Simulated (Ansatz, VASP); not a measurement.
# TePb in VASP and in Ansatz

```
Pb Te
1.0
     0.00000    3.21658    3.21658
     3.21658    0.00000    3.21658
     3.21658    3.21658    0.00000
Pb Te
1 1
Direct
  0.00000 0.00000 0.00000
  0.50000 0.50000 0.50000
```

Change from the starting cell: volume scaled by 0.94, LAPW.

Alike in both runs: task single point; functional PBE; k mesh 11 × 11 × 11; occupations fermi-dirac, width 0.1 eV; no spin polarisation.

```csv
,VASP,Ansatz
version,VASP 6.6.1,Ansatz 0.2.0
potentials or method,"VASP PAW PBE potentials, release 64 (Pb_d, Te), cutoff 520 eV","all-electron LAPW, scalar-relativistic"
```

Ansatz gave:

- pressure (GPa): 2.8

Question: Which values does VASP return?

Answer: Pressure (GPa): 2.7.

Ansatz ran all-electron here, and VASP with PAW potentials.

Spin-orbit coupling is off throughout.
